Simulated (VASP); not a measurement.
# BP (I-4m2) in VASP: a series of runs

BP is run at these levels: r2SCAN; tasks: single point.

All numbers are computed with VASP 6.6.1; they aren't measurements. Logs are shortened: lines on timing, memory, paths and dates and some standing lists are left out, and cuts for length are marked.

**1. The cell of the first run**

The structure is tetragonal, space group I-4m2 (No. 119). The conventional cell has a = 3.209 Å, b = 3.209 Å, c = 4.901 Å, α = 90.00°, β = 90.00°, γ = 90.00°. B (site symmetry -4m2) has 4 P at 2.02 Å within 2.7 Å. P (site symmetry -4m2) has 4 B at 2.02 Å within 2.7 Å.

**2. Single point, r2SCAN (strain +0.000 along x and y, +0.080 along z)**

Input file POSCAR:

```
BP
1.0
    0.0000000000      2.2690000000      2.4505200000
    2.2690000000      0.0000000000      2.4505200000
    2.2690000000      2.2690000000      0.0000000000
B P
1 1
Direct
    0.0000000000      0.0000000000      0.0000000000
    0.7500000000      0.7500000000      0.7500000000
```

Input file INCAR.step1:

```
SYSTEM = BP
  ALGO = Normal
  EDIFF = 1E-4
  ENCUT = 520
  GGA = PE
  ISMEAR = 0
  LASPH = .True.
  LCHARG = .False.
  LREAL = .False.
  LWAVE = .True.
  NBANDS = 11
  NELM = 60
  PREC = Accurate
  SIGMA = 0.05
```

Input file INCAR.step2:

```
SYSTEM = BP
  ALGO = Normal
  EDIFF = 1E-7
  ENCUT = 520
  ISIF = 2
  ISMEAR = 0
  ISTART = 1
  LASPH = .True.
  LCHARG = .False.
  LMIXTAU = .True.
  LREAL = .False.
  LWAVE = .False.
  METAGGA = R2SCAN
  NBANDS = 11
  NELM = 60
  PREC = Accurate
  SIGMA = 0.05
```

Input file KPOINTS:

```
k-points
0
Gamma
  10 10 10
  0 0 0
```

Potentials or basis: VASP PAW PBE potentials, release 64 (B, P).

The run is started by

```bash
cat potpaw_PBE.64/B/POTCAR potpaw_PBE.64/P/POTCAR > POTCAR
cp INCAR.step1 INCAR
mpirun -np 1 vasp_std > vasp.out
cp INCAR.step2 INCAR
mpirun -np 1 vasp_std > vasp.out
```

OUTCAR:

```text
SYSTEM = BP
   EDIFF = 1E-7
   ENCUT = 520
   ISIF = 2
   ISMEAR = 0
   ISTART = 1
   LASPH = .True.
   LREAL = .False.
   METAGGA = R2SCAN
   NELM = 60
   PREC = Accurate

 ion  position               nearest neighbor table
   1  0.000  0.000  0.000-   2 2.02   2 2.02   2 2.02   2 2.02
   2  0.750  0.750  0.750-   1 2.02   1 2.02   1 2.02   1 2.02

  LATTYP: Found a body centered tetragonal cell.
 ALAT       =     3.2088505730
 C/A-ratio  =     1.5273506474

  Lattice vectors:

 A1 = (  -2.2690000000,   0.0000000000,   2.4505200000)
 A2 = (   2.2690000000,   0.0000000000,   2.4505200000)
 A3 = (   0.0000000000,   2.2690000000,  -2.4505200000)

Analysis of symmetry for initial positions (statically):
=====================================================================
 Subroutine PRICEL returns:
 Original cell was already a primitive cell.

 Routine SETGRP: Setting up the symmetry group for a
 body centered tetragonal supercell.

 Subroutine GETGRP returns: Found  8 space group operations
 (whereof  8 operations were pure point group operations)
 out of a pool of 16 trial point group operations.

The static configuration has the point symmetry D_2d.

Analysis of symmetry for dynamics (positions and initial velocities):
=====================================================================
 Subroutine PRICEL returns:
 Original cell was already a primitive cell.

 Routine SETGRP: Setting up the symmetry group for a
 body centered tetragonal supercell.

 Subroutine GETGRP returns: Found  8 space group operations
 (whereof  8 operations were pure point group operations)
 out of a pool of 16 trial point group operations.

The dynamic configuration has the point symmetry D_2d.

 Subroutine INISYM returns: Found  8 space group operations
 (whereof  8 operations are pure point group operations),
 and found     1 'primitive' translations

----------------------------------------------------------------------------------------

                                     Primitive cell

  volume of cell :      25.2323

  direct lattice vectors                    reciprocal lattice vectors
     0.000000000  2.269000000  2.450520000    -0.220361393  0.220361393  0.204038327
     2.269000000  0.000000000  2.450520000     0.220361393 -0.220361393  0.204038327
     2.269000000  2.269000000  0.000000000     0.220361393  0.220361393 -0.204038327

  length of vectors
     3.339672030  3.339672030  3.208850573     0.372491511  0.372491511  0.372491511

  position of ions in fractional coordinates (direct lattice)
     0.000000000  0.000000000  0.000000000
     0.750000000  0.750000000  0.750000000

  ion indices of the primitive-cell ions
   primitive index   ion index
                 1           1
                 2           2

----------------------------------------------------------------------------------------

 KPOINTS: k-points

Automatic generation of k-mesh.
 Grid dimensions read from file:
 generate k-points for:   10   10   10

 Generating k-lattice:

  Cartesian coordinates                     Fractional coordinates (reciprocal lattice)
    -0.022036139  0.022036139  0.020403833     0.100000000 -0.000000000  0.000000000
     0.022036139 -0.022036139  0.020403833    -0.000000000  0.100000000  0.000000000
     0.022036139  0.022036139 -0.020403833     0.000000000  0.000000000  0.100000000

  Length of vectors
     0.037249151  0.037249151  0.037249151

  Shift w.r.t. Gamma in fractional coordinates (k-lattice)
     0.000000000  0.000000000  0.000000000

 Subroutine IBZKPT returns following result:
 ===========================================

 Found    102 irreducible k-points:

 Following reciprocal coordinates:
            Coordinates               Weight
  0.000000  0.000000  0.000000      1.000000
  0.100000  0.000000  0.000000      8.000000
  0.200000  0.000000  0.000000      8.000000
  0.300000 -0.000000  0.000000      8.000000
  0.400000 -0.000000  0.000000      8.000000
  0.500000 -0.000000  0.000000      4.000000
[... 16 lines left out ...]
  0.300000  0.300000  0.000000      2.000000
  0.400000  0.300000  0.000000      8.000000
 [... further k-points ...]
   k-points           NKPTS =    102   k-points in BZ     NKDIM =    102   number of bands    NBANDS=     11
   number of dos      NEDOS =    301   number of ions     NIONS =      2
   total plane-waves  NPLWV =  18816
   dimension x,y,z NGX =    28 NGY =   28 NGZ =   24
   dimension x,y,z NGXF=    56 NGYF=   56 NGZF=   48
   ions per type =               1   1
   NGX,Y,Z   is equivalent  to a cutoff of  13.94, 13.94, 12.43 a.u.
   NGXF,Y,Z  is equivalent  to a cutoff of  27.88, 27.88, 24.87 a.u.
 SYSTEM =  BP
   PREC   = accura    normal or accurate (medium, high low for compatibility)
   ISTART =      1    job   : 0-new  1-cont  2-samecut
   ICHARG =      0    charge: 1-file 2-atom 10-const
   ISPIN  =      1    spin polarized calculation?
   LNONCOLLINEAR =      F non collinear calculations
   LSORBIT =      F    spin-orbit coupling
   LASPH  =      T    aspherical Exc in radial PAW
   ENCUT  =  520.0 eV  38.22 Ry    6.18 a.u.   6.21  6.21  5.97*2*pi/ulx,y,z
   NELM   =     60;   NELMIN=  2; NELMDL=  0     # of ELM steps
   EDIFF  = 0.1E-06   stopping-criterion for ELM
   LREAL  =      F    real-space projection
   EDIFFG = 0.1E-05   stopping-criterion for IOM
   NSW    =      0    number of steps for IOM
   IBRION =     -1    ionic relax: 0-MD 1-quasi-New 2-CG
   NFREE  =      0    steps in history (QN), initial steepest desc. (CG)
   ISIF   =      2    stress and relaxation
   ISYM   =      2    0-nonsym 1-usesym 2-fastsym
   POTIM  = 0.5000    time-step for ionic-motion
   TEBEG  =    0.0;   TEEND  =   0.0 temperature during run
   PSTRESS=    0.0 pullay stress
   NELECT =       8.0000    total number of electrons
   NUPDOWN=      -1.0000    fix difference up-down
   EMIN   =  10.00;   EMAX   =-10.00  energy-range for DOS
   EFERMI =   0.00;   METHOD = LEGACY
   ISMEAR =     0;   SIGMA  =   0.05  broadening in eV -4-tet -1-fermi 0-gaus
   EFERMI_NEDOS =   21; number of points for ismear=-14 and -15
   IALGO  =     38    algorithm
   IMIX   =      4    mixing-type and parameters
     AMIX     =   0.40;   BMIX     =  1.00
     AMIX_MAG =   1.60;   BMIX_MAG =  1.00
  volume/ion in A,a.u.               =      12.62        85.14
  Fermi-wavevector in a.u.,A,eV,Ry     =   1.116312  2.109525 16.954946  1.246153
  Thomas-Fermi vector in A             =   2.252925
   LORBIT       =      0    0 simple, 1 ext, 2 COOP (PROOUT), +10 PAW based schemes
   METAGGA = R2SCAN    functional components
   LHFCALC =     F    Hartree Fock is set to
   AEXX    =    0.0000 exact exchange contribution
   IVDW    =     0    specifies the selected vdW correction
   LEPSILON=     F    determine dielectric tensor
   LRPA    =     F    only Hartree local field effects (RPA)
 non-spin polarized calculation
 Gauss-broadening in eV      SIGMA  =   0.05
  energy-cutoff  :      520.00
  volume of cell :       25.23
 maximum number of plane-waves:       692
 NGX is ok and might be reduce to    28
   NGX = 13   NGY = 13   NGZ = 11

 number of electron       8.0000000 magnetization

 Free energy of the ion-electron system (eV)
  ---------------------------------------------------
  ext. energy  EPLUGINS =         0.00000000
  ---------------------------------------------------
  free energy    TOTEN  =       -17.14664204 eV

  energy without entropy =      -17.14664204  energy(sigma->0) =      -17.14664204

 E-fermi :   7.0328     XC(G=0): -11.1608

 val. band max:        6.7875941451   @ k =   0.0000   0.0000   0.0000
 cond. band min:       7.7394626867   @ k =   0.4000   0.0000   0.4000
 fundamental gap:      0.9518685416
 Fermi energy:         7.0328091532

 k-point     1 :       0.0000    0.0000    0.0000
  band No.  band energies     occupation
      1      -9.0608      2.00000
      2       5.9469      2.00000
      3       6.7876      2.00000
      4       6.7876      2.00000
      5       9.9195      0.00000
      6       9.9195      0.00000
      7      10.3827      0.00000
      8      13.1795      0.00000
      9      17.8384      0.00000
     10      18.4052      0.00000
     11      19.9662      0.00000

 k-point     2 :       0.1000    0.0000    0.0000
  band No.  band energies     occupation
      1      -8.8826      2.00000
      2       5.0807      2.00000
      3       6.0285      2.00000
      4       6.5226      2.00000
      5      10.1803      0.00000
      6      10.3378      0.00000
      7      10.8744      0.00000
      8      13.8027      0.00000
      9      17.4100      0.00000
     10      18.9393      0.00000
     11      19.1696      0.00000

 k-point     3 :       0.2000    0.0000    0.0000
  band No.  band energies     occupation
      1      -8.3559      2.00000
      2       2.8364      2.00000
      3       5.3113      2.00000
      4       6.0292      2.00000
      5      10.2213      0.00000
      6      11.1589      0.00000
      7      11.4960      0.00000
      8      15.2598      0.00000
      9      17.2518      0.00000
     10      18.2762      0.00000
     11      19.8759      0.00000

 k-point     4 :       0.3000   -0.0000    0.0000
  band No.  band energies     occupation
      1      -7.5149      2.00000
      2       0.5039      2.00000
      3       4.7348      2.00000
      4       5.6080      2.00000
      5       9.9736      0.00000
      6      11.7323      0.00000
      7      11.7603      0.00000
      8      16.5964      0.00000
      9      18.1565      0.00000
     10      18.4034      0.00000
     11      20.1848      0.00000

 k-point     5 :       0.4000   -0.0000    0.0000
  band No.  band energies     occupation
      1      -6.4853      2.00000
      2      -1.4763      2.00000
      3       4.3640      2.00000
      4       5.3474      2.00000
      5       9.7365      0.00000
      6      11.7340      0.00000
      7      11.8555      0.00000
      8      17.1444      0.00000
      9      19.7113      0.00000
     10      19.7524      0.00000
     11      21.3262      0.00000
[... 211 lines left out ...]
 k-point    21 :      -0.3000    0.2000    0.0000
  band No.  band energies     occupation
      1      -6.1706      2.00000
      2      -0.7393      2.00000
      3       1.5138      2.00000
      4       5.1539      2.00000
      5      11.3081      0.00000
      6      12.8746      0.00000
      7      12.8930      0.00000
      8      15.6434      0.00000
      9      17.4252      0.00000
     10      20.1459      0.00000
     11      23.1985      0.00000

 k-point    22 :      -0.2000    0.2000    0.0000
  band No.  band energies     occupation
      1      -7.1505      2.00000
      2       0.9591      2.00000
      3       2.0941      2.00000
      4       5.7803      2.00000
      5      11.6589      0.00000
      6      11.9498      0.00000
      7      12.4510      0.00000
      8      14.6171      0.00000
      9      16.7452      0.00000
     10      20.7380      0.00000
     11      22.6374      0.00000

 k-point    23 :       0.3000    0.3000    0.0000
  band No.  band energies     occupation
      1      -7.1710      2.00000
      2       0.8677      2.00000
      3       3.8055      2.00000
      4       3.8056      2.00000
      5       8.9377      0.00000
      6      11.0506      0.00000
      7      15.4003      0.00000
      8      15.4003      0.00000
      9      18.7232      0.00000
     10      21.9411      0.00000
     11      22.5782      0.00000

 k-point    24 :       0.4000    0.3000    0.0000
  band No.  band energies     occupation
      1      -6.4189      2.00000
      2      -0.2987      2.00000
      3       2.8353      2.00000
      4       3.5469      2.00000
      5       9.2595      0.00000
      6      10.9911      0.00000
      7      15.8992      0.00000
      8      16.1810      0.00000
      9      19.9658      0.00000
     10      22.4523      0.00000
     11      22.9978      0.00000

 [... further k-points ...]
[... 5 lines left out ...]
  --------------------------------------------------------------------------------------
  -------------------------------------------------------------------------------------
  Total       -0.6684432     -0.6684432     -4.2329993      0.0000000      0.0000000      0.0000000
  in kB      -42.4441484    -42.4441484   -268.7828401      0.0000000      0.0000000      0.0000000
  external PRESSURE =    -117.8903790 kB  Pullay stress =       0.0000000 kB

 VOLUME and BASIS-vectors are now :
 -----------------------------------------------------------------------------
  energy-cutoff  :      520.00
  volume of cell :       25.23
      direct lattice vectors                 reciprocal lattice vectors
     0.000000000  2.269000000  2.450520000    -0.220361393  0.220361393  0.204038327
     2.269000000  0.000000000  2.450520000     0.220361393 -0.220361393  0.204038327
     2.269000000  2.269000000  0.000000000     0.220361393  0.220361393 -0.204038327

 POSITION                                       TOTAL-FORCE (eV/Angst)
 -----------------------------------------------------------------------------------
      0.00000      0.00000      0.00000         0.000000      0.000000      0.000000
      3.40350      3.40350      3.67578        -0.000000     -0.000000      0.000000
 -----------------------------------------------------------------------------------
    total drift:                                0.000021      0.000021     -0.000039

  FREE ENERGIE OF THE ION-ELECTRON SYSTEM (eV)
  ---------------------------------------------------
  free  energy   TOTEN  =       -17.1466420377 eV

  energy  without entropy=      -17.1466420377  energy(sigma->0) =      -17.14664204
```

Run time: 1.9 min. Hardware: 1 thread of Intel Xeon Platinum 8375C at 2.90GHz (Ice Lake), shared host; peak memory 0.16 GiB.

What came out:

- Free energy: -17.1466 eV
- Pressure: -11.8 GPa
- Band gap on the k mesh: 0.95 eV (least direct gap 3.13 eV)

Stress tensor (GPa, compression positive):
```
 -4.24   0.00   0.00
  0.00  -4.24   0.00
  0.00   0.00 -26.88
```

Caveat: the cell differs from its parent crystal (strain +0.000 along x and y, +0.080 along z); the cell stands under tension; the PAW data sets were made with another functional, which shifts forces and pressure a little. A k mesh can miss the band edges.

(Continued in part 2 of 2.)
